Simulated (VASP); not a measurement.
Set up this calculation in VASP 6.6.1, as the native input.

| Property | Result |
| --- | --- |
| Task | single point |
| Functional | PBE |
| Potentials or basis | VASP PAW PBE potentials, release 64 (Ba_sv) |
| Cutoff | 520 eV |
| k mesh | 9 × 9 × 9 |
| Occupations | fermi-dirac, width 0.1 eV |
| Spin | non-collinear spin, zero start, spin-orbit coupling |
| Starting moments | [[0.0, 0.0, 0.0]] μB |
| Dipole correction | no |
| Further INCAR settings | ALGO = Normal; EDIFF = 1e-06; NBANDS = 21 |

The structure of Ba lies in POSCAR:

```
Ba
1.0
   -2.5124917513      2.5124917513      2.5124917513
    2.5124917513     -2.5124917513      2.5124917513
    2.5124917513      2.5124917513     -2.5124917513
Ba
1
Direct
    0.0000000000      0.0000000000      0.0000000000
```

One way to write it, as run:

INCAR

```
ALGO     = Normal         # electronic algorithm
EDIFF    = 1E-6           # SCF threshold, eV
ENCUT    = 520            # plane-wave cutoff, eV
GGA      = PE             # functional
GGA_COMPAT= F            
ISIF     = 2              # what is computed and relaxed
ISMEAR   = -1             # smearing method
LASPH    = T              # aspherical terms in the spheres
LCHARG   = F              # write CHGCAR
LORBIT   = 11             # projections on sites
LORBMOM  = T            
LREAL    = F              # projectors in reciprocal space
LSORBIT  = T              # spin-orbit coupling
LWAVE    = F              # write WAVECAR
MAGMOM   = 0 0 0          # initial moments
NBANDS   = 21             # bands
NELM     = 150            # most SCF steps
PREC     = Accurate       # precision mode
SIGMA    = 0.1            # smearing width, eV
```

KPOINTS

```
k-points
0
Gamma
  9 9 9
```

Potentials or basis: VASP PAW PBE potentials, release 64 (Ba_sv).

The run is started by

```console
$ cat potpaw_PBE.64/Ba_sv/POTCAR > POTCAR
$ mpirun -np 1 vasp_ncl > vasp.out
```

Results of the run:

The pressure is 0.0 GPa. The net moment is 0.00 μB per cell and the valence electrons inside the program's atomic spheres are Ba 7.89.

Run time: 66 s on 1 thread of Intel(R) Xeon(R) Platinum 8259CL CPU @ 2.50GHz (Skylake/Cascade Lake), on a shared host, peak memory 0.34 GiB.
